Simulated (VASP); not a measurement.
Write the native input for VASP 6.6.1 that does the following.

```yaml
Task: single point
Functional: r2SCAN
Potentials_or_basis: VASP PAW PBE potentials, release 64 (Mg_sv, B)
Cutoff: 750 eV
k_mesh: 10 × 10 × 8
Occupations: fermi-dirac, width 0.05 eV
Spin: no spin polarisation
Dipole_correction: no
Mended: yes
Further_INCAR_settings: ALGO = Normal; EDIFF = 1e-06; NBANDS = 15
```

Crystal: MgB2.

```
Mg B
1.0
     3.12560    0.00000    0.00000
    -1.56280    2.70685    0.00000
     0.00000    0.00000    3.56936
Mg B
1 2
Direct
  0.00000 0.00000 0.00000
  0.66667 0.33333 0.50000
  0.33333 0.66667 0.50000
```

One way to write it, as run:

POSCAR

```
MgB2
1.0
    3.1255967608      0.0000000000      0.0000000000
   -1.5627983804      2.7068461969      0.0000000000
    0.0000000000      0.0000000000      3.5693605797
Mg B
1 2
Direct
    0.0000000000      0.0000000000      0.0000000000
    0.6666666667      0.3333333333      0.5000000000
    0.3333333333      0.6666666667      0.5000000000
```

INCAR.step1

```
SYSTEM = MgB2
PREC     = Accurate       ! precision mode
ENCUT    = 750            ! plane-wave cutoff, eV
ISMEAR   = -1             ! smearing method
SIGMA    = 0.05           ! smearing width, eV
LREAL    = .FALSE.        ! projectors in reciprocal space
LASPH    = .TRUE.         ! aspherical terms in the spheres
NELM     = 120            ! most SCF steps
NBANDS   = 15             ! bands
GGA      = PE             ! functional
ALGO     = Normal         ! electronic algorithm
EDIFF    = 1E-5           ! SCF threshold, eV
LWAVE    = .TRUE.         ! write WAVECAR
LCHARG   = .FALSE.        ! write CHGCAR
GGA_COMPAT= .FALSE.
```

INCAR.step2

```
SYSTEM = MgB2
PREC     = Accurate       ! precision mode
ENCUT    = 750            ! plane-wave cutoff, eV
EDIFF    = 1E-6           ! SCF threshold, eV
ISMEAR   = -1             ! smearing method
SIGMA    = 0.05           ! smearing width, eV
LREAL    = .FALSE.        ! projectors in reciprocal space
LASPH    = .TRUE.         ! aspherical terms in the spheres
NELM     = 120            ! most SCF steps
ALGO     = Normal         ! electronic algorithm
ISIF     = 2              ! what is computed and relaxed
LWAVE    = .FALSE.        ! write WAVECAR
LCHARG   = .FALSE.        ! write CHGCAR
METAGGA  = R2SCAN         ! meta-GGA
LMIXTAU  = .TRUE.       
NBANDS   = 15             ! bands
ISTART   = 1            
GGA_COMPAT= .FALSE.
```

KPOINTS

```
Automatic mesh
0
G
  10 10 8
  0 0 0
```

Potentials or basis: VASP PAW PBE potentials, release 64 (Mg_sv, B).

Run with:

```bash
$ cat potpaw_PBE.64/Mg_sv/POTCAR potpaw_PBE.64/B/POTCAR > POTCAR
$ cp INCAR.step1 INCAR
$ mpirun -np 1 vasp_std > vasp.out
$ cp INCAR.step2 INCAR
$ mpirun -np 1 vasp_std > vasp.out
```

It gave:

- Pressure: -7.8 GPa
- Band gap on the k mesh: zero (bands 8 and 9 overlap by 2.48 eV)

Caveat: the cell stands under tension; the PAW data sets were made with another functional, which shifts forces and pressure a little.

It took 79 s on 1 thread of Intel(R) Xeon(R) 6975P-C (Granite Rapids), on a shared host, peak memory 0.2 GiB.
